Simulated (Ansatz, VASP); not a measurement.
## Two plane-wave programs on BaSnAu

```
CELL_PARAMETERS angstrom
4.01616 0.00000 0.00000
0.00000 4.01616 0.00000
0.00000 0.00000 6.27501
ATOMIC_POSITIONS crystal
Ba 0.00000 0.00000 0.00000
Sn 0.50000 0.50000 0.50000
Au 0.00000 0.00000 0.50000
```

Alike in both runs: functional PBE; k mesh 4 × 4 × 4; occupations gaussian, width 0.1 eV; no spin polarisation.

Ansatz relaxed the structure, and its values are those at the end. VASP's run is a single point on that final structure, the one shown.

|  | VASP | Ansatz |
| --- | --- | --- |
| version | VASP 6.6.1 | Ansatz 0.2.0 |
| potentials or method | VASP PAW PBE potentials, release 64 (Ba_sv, Sn_d, Au_sv_GW), cutoff 500 eV | scalar-relativistic, plane waves, PAW |
| valence electrons in the cell | 43 | 43 |

```tsv
	VASP	Ansatz	Ansatz less VASP
gap on the k mesh at the Fermi level (eV)	none	none	-
pressure (GPa)	0.2	0.2	+0.02
```

A gap of «none» marks a metal or a gap that the smearing closes. With one functional, cell and mesh, what is left measures potentials, basis and numerics.

The k mesh is coarse, so the values compare programs but aren't converged. Spin-orbit coupling is off throughout.
